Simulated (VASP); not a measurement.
# Li (R-3m) in VASP: further runs, part 2 of 2

VASP 6.6.1. The steps go on from the part before.

## Step 4: Electric field gradients, LDA (20.85 Å³/atom)

This run uses another cell than the first one, of 20.85 Å³/atom.

Contents of INCAR:

```
ALGO = Normal
EDIFF = 1E-8
ENCUT = 520
GGA = CA
ISIF = 2
ISMEAR = -1
LASPH = T
LCHARG = F
LEFG = T
LREAL = F
LWAVE = F
NBANDS = 12
NELM = 100
PREC = Accurate
SIGMA = 0.08
```

Contents of KPOINTS:

```
k-points
0
Gamma
  12 12 12
```

Contents of POSCAR:

```
Li
1.0
    1.5453133117      0.8921870565      7.5629208807
   -1.5453133117      0.8921870565      7.5629208807
    0.0000000000     -1.7843741130      7.5629208807
Li
3
Direct
    0.0000000000      0.0000000000      0.0000000000
    0.2220000000      0.2220000000      0.2220000000
    0.7780000000      0.7780000000      0.7780000000
```

Potentials or basis: VASP PAW LDA potentials, release 64 (Li_sv).

Command:

```sh
$ cat potpaw_LDA.64/Li_sv/POTCAR > POTCAR
$ mpirun -np 1 vasp_std > vasp.out
```

OUTCAR:

```text
EDIFF = 1E-8
   ENCUT = 520
   GGA = CA
   ISIF = 2
   ISMEAR = -1
   LASPH = T
   LREAL = F
   NELM = 100
   PREC = Accurate

 ion  position               nearest neighbor table
   1  0.000  0.000  0.000-
   2  0.222  0.222  0.222-
   3  0.778  0.778  0.778-

  LATTYP: Found a trigonal (rhomboedric) cell.
 ALAT       =     7.7705703280
 COS(alpha) =     0.9209034946

  Lattice vectors:

 A1 = (   1.5453133117,   0.8921870565,   7.5629208807)
 A2 = (  -1.5453133117,   0.8921870565,   7.5629208807)
 A3 = (   0.0000000000,  -1.7843741130,   7.5629208807)

Analysis of symmetry for initial positions (statically):
=====================================================================
 Subroutine PRICEL returns:
 Original cell was already a primitive cell.

 Routine SETGRP: Setting up the symmetry group for a
 trigonal (rhombohedral) supercell.

 Subroutine GETGRP returns: Found 12 space group operations
 (whereof 12 operations were pure point group operations)
 out of a pool of 12 trial point group operations.

The static configuration has the point symmetry D_3d.

Analysis of symmetry for dynamics (positions and initial velocities):
=====================================================================
 Subroutine PRICEL returns:
 Original cell was already a primitive cell.

 Routine SETGRP: Setting up the symmetry group for a
 trigonal (rhombohedral) supercell.

 Subroutine GETGRP returns: Found 12 space group operations
 (whereof 12 operations were pure point group operations)
 out of a pool of 12 trial point group operations.

The dynamic configuration has the point symmetry D_3d.

 Subroutine INISYM returns: Found 12 space group operations
 (whereof 12 operations are pure point group operations),
 and found     1 'primitive' translations

----------------------------------------------------------------------------------------

                                     Primitive cell

  volume of cell :      62.5624

  direct lattice vectors                    reciprocal lattice vectors
     1.545313312  0.892187056  7.562920881     0.323558981  0.186806865  0.044074682
    -1.545313312  0.892187056  7.562920881    -0.323558981  0.186806865  0.044074682
     0.000000000 -1.784374113  7.562920881     0.000000000 -0.373613729  0.044074682

  length of vectors
     7.770570328  7.770570328  7.770570328     0.376204461  0.376204461  0.376204461

  position of ions in fractional coordinates (direct lattice)
     0.000000000  0.000000000  0.000000000
     0.222000000  0.222000000  0.222000000
     0.778000000  0.778000000  0.778000000

  ion indices of the primitive-cell ions
   primitive index   ion index
                 1           1
                 2           2
                 3           3

----------------------------------------------------------------------------------------

 KPOINTS: k-points

[... 81 lines left out ...]
   EFERMI =   0.00;   METHOD = LEGACY
   ISMEAR =    -1;   SIGMA  =   0.08  broadening in eV -4-tet -1-fermi 0-gaus
   EFERMI_NEDOS =   21; number of points for ismear=-14 and -15
   IALGO  =     38    algorithm
   IMIX   =      4    mixing-type and parameters
     AMIX     =   0.40;   BMIX     =  1.00
     AMIX_MAG =   1.60;   BMIX_MAG =  1.00
  volume/ion in A,a.u.               =      20.85       140.73
  Fermi-wavevector in a.u.,A,eV,Ry     =   0.857797  1.621001 10.011383  0.735816
  Thomas-Fermi vector in A             =   1.974905
   LORBIT       =      0    0 simple, 1 ext, 2 COOP (PROOUT), +10 PAW based schemes
   GGA     = CA    functional components
   LHFCALC =     F    Hartree Fock is set to
   AEXX    =    0.0000 exact exchange contribution
   IVDW    =     0    specifies the selected vdW correction
   LEPSILON=     F    determine dielectric tensor
   LRPA    =     F    only Hartree local field effects (RPA)
 non-spin polarized calculation
  energy-cutoff  :      520.00
  volume of cell :       62.56
 maximum number of plane-waves:      1709
 NGX is ok and might be reduce to    60
   NGX = 29   NGY = 29   NGZ = 29

 number of electron       9.0000011 magnetization

 Free energy of the ion-electron system (eV)
  ---------------------------------------------------
  ext. energy  EPLUGINS =         0.00000000
  ---------------------------------------------------
  free energy    TOTEN  =        -6.13550373 eV

  energy without entropy =       -6.10543913  energy(sigma->0) =       -6.12047143

 E-fermi :   0.5064     XC(G=0):  -7.0727

 val. band max:        0.5025792719   @ k =  -0.3333   0.1667   0.1667
 cond. band min:       0.5094437894   @ k =   0.4167   0.4167   0.3333
 fundamental gap:      0.0068645175
 Fermi energy:         0.5064364896

 k-point     1 :       0.0000    0.0000    0.0000
  band No.  band energies     occupation
      1     -45.1607      2.00000
      2     -45.1475      2.00000
      3     -45.1424      2.00000
      4      -2.9383      2.00000
      5      -1.0290      2.00000
      6      -1.0285      2.00000
      7       6.0773      0.00000
      8       6.1044      0.00000
      9      12.8733      0.00000
     10      12.8733      0.00000
     11      13.0003      0.00000
     12      13.0003      0.00000
[... 331 lines left out ...]
 k-point    24 :      -0.4167    0.1667    0.0000
  band No.  band energies     occupation
      1     -45.1443      2.00000
      2     -45.1354      2.00000
      3     -45.1334      2.00000
      4       0.8858      0.01729
      5       1.6647      0.00000
      6       1.9421      0.00000
      7       4.1015      0.00000
      8       4.3442      0.00000
      9       4.9308      0.00000
     10       6.7637      0.00000
     11       7.3046      0.00000
     12       8.9219      0.00000

 [... further k-points ...]
[... 5 lines left out ...]
  --------------------------------------------------------------------------------------
  -------------------------------------------------------------------------------------
  Total       -0.4874523     -0.4874523     -0.5544866      0.0000000      0.0000000      0.0000000
  in kB      -12.4832999    -12.4832999    -14.1999997      0.0000000      0.0000000      0.0000000
  external PRESSURE =     -13.0555331 kB  Pullay stress =       0.0000000 kB

 VOLUME and BASIS-vectors are now :
 -----------------------------------------------------------------------------
  energy-cutoff  :      520.00
  volume of cell :       62.56
      direct lattice vectors                 reciprocal lattice vectors
     1.545313312  0.892187056  7.562920881     0.323558981  0.186806865  0.044074682
    -1.545313312  0.892187056  7.562920881    -0.323558981  0.186806865  0.044074682
     0.000000000 -1.784374113  7.562920881     0.000000000 -0.373613729  0.044074682

 POSITION                                       TOTAL-FORCE (eV/Angst)
 -----------------------------------------------------------------------------------
      0.00000      0.00000      0.00000         0.000000      0.000000      0.000000
      0.00000      0.00000      5.03691         0.000000      0.000000      0.008863
      0.00000      0.00000     17.65186         0.000000     -0.000000     -0.008863
 -----------------------------------------------------------------------------------
    total drift:                               -0.000000     -0.000000      0.000000

  FREE ENERGIE OF THE ION-ELECTRON SYSTEM (eV)
  ---------------------------------------------------
  free  energy   TOTEN  =        -6.1355037272 eV

  energy  without entropy=       -6.1054391300  energy(sigma->0) =       -6.12047143

 Electric field gradients (V/A^2)
---------------------------------------------------------------------
 ion       V_xx      V_yy      V_zz      V_xy      V_xz      V_yz
---------------------------------------------------------------------
   1      -0.026    -0.026     0.052     0.000    -0.000     0.000
   2      -0.033    -0.033     0.066     0.000    -0.000     0.000
   3      -0.033    -0.033     0.066    -0.000    -0.000     0.000
---------------------------------------------------------------------

 Electric field gradients after diagonalization (V/A^2)
 (convention: |V_zz| > |V_xx| > |V_yy|)
----------------------------------------------------------------------
 ion       V_xx      V_yy      V_zz     asymmetry (V_yy - V_xx)/ V_zz
----------------------------------------------------------------------
   1      -0.026    -0.026     0.052       0.000
   2      -0.033    -0.033     0.066       0.000
   3      -0.033    -0.033     0.066       0.000
----------------------------------------------------------------------

           NMR quadrupolar parameters

 Cq : quadrupolar parameter    Cq=e*Q*V_zz/h
 eta: asymmetry parameters     (V_yy - V_xx)/ V_zz
 Q  : nuclear electric quadrupole moment in mb (millibarn)
----------------------------------------------------------------------
 ion       Cq(MHz)       eta       Q (mb)
----------------------------------------------------------------------
   1       0.000       0.000       1.000
   2       0.000       0.000       1.000
   3       0.000       0.000       1.000
----------------------------------------------------------------------
```

OSZICAR:

```text
N       E                     dE             d eps       ncg     rms          rms(c)
DAV:   1     0.260403025618E+02    0.26040E+02   -0.34741E+03  4536   0.646E+02
DAV:   2    -0.895355204520E-01   -0.26130E+02   -0.25365E+02  5500   0.149E+02
DAV:   3    -0.602944588487E+01   -0.59399E+01   -0.58865E+01  8560   0.384E+01
DAV:   4    -0.613800111077E+01   -0.10856E+00   -0.10847E+00  6104   0.873E+00
DAV:   5    -0.614045970283E+01   -0.24586E-02   -0.24584E-02  7088   0.106E+00    0.417E-01
DAV:   6    -0.613714049258E+01    0.33192E-02   -0.18387E-03  8284   0.201E-01    0.233E-01
DAV:   7    -0.613548933501E+01    0.16512E-02   -0.18795E-03  8740   0.221E-01    0.399E-02
DAV:   8    -0.613549935156E+01   -0.10017E-04   -0.22423E-04  6092   0.114E-01    0.241E-02
DAV:   9    -0.613550377586E+01   -0.44243E-05   -0.25529E-05  7364   0.237E-02    0.272E-03
DAV:  10    -0.613550374689E+01    0.28969E-07   -0.97975E-08  6192   0.219E-03    0.393E-04
DAV:  11    -0.613550372692E+01    0.19968E-07   -0.30973E-08  6056   0.148E-03    0.868E-05
DAV:  12    -0.613550372716E+01   -0.23988E-09   -0.13946E-09  4272   0.350E-04
   1 F= -.61355037E+01 E0= -.61204714E+01  d E =-.300646E-01
```

stdout:

```text
POSCAR found type information on POSCAR Li
 POSCAR found :  1 types and       3 ions
 scaLAPACK will be used
 LDA part: xc-table for (Slater(with rela. corr.)+CA(PZ))
 , standard interpolation
 POSCAR, INCAR and KPOINTS ok, starting setup
 FFT: planning ... GRIDC
 FFT: planning ... GRID_SOFT
 FFT: planning ... GRID
 WAVECAR not read
 entering main loop
ion   1

ion   2

ion   3
```

It took 6 min on 1 thread of Intel Xeon 6975P-C (Granite Rapids), shared host; peak memory 0.38 GiB.

What came out:

```yaml
Free_energy: -6.1355 eV
Largest_force: 0.009 eV/Å
Band_gap_on_the_k_mesh: zero (an odd number of electrons rules out a gap without spin polarisation)
Largest_electric_field_gradient_by_atom: Li +0.05, +0.07 (each value once) V/Å²
```

Forces on the atoms (eV/Å):
```
Li   0.000  0.000  0.000
Li   0.000  0.000  0.009
Li   0.000  0.000 -0.009
```

Caveat: the cutoff is under 1.25 times the usual one of these potentials, so pressure, stress and relaxed cells hold a basis-set (Pulay) error; without QUAD_EFG the Cq values of the log hold for a quadrupole moment of 1 mb, not for the nuclei.
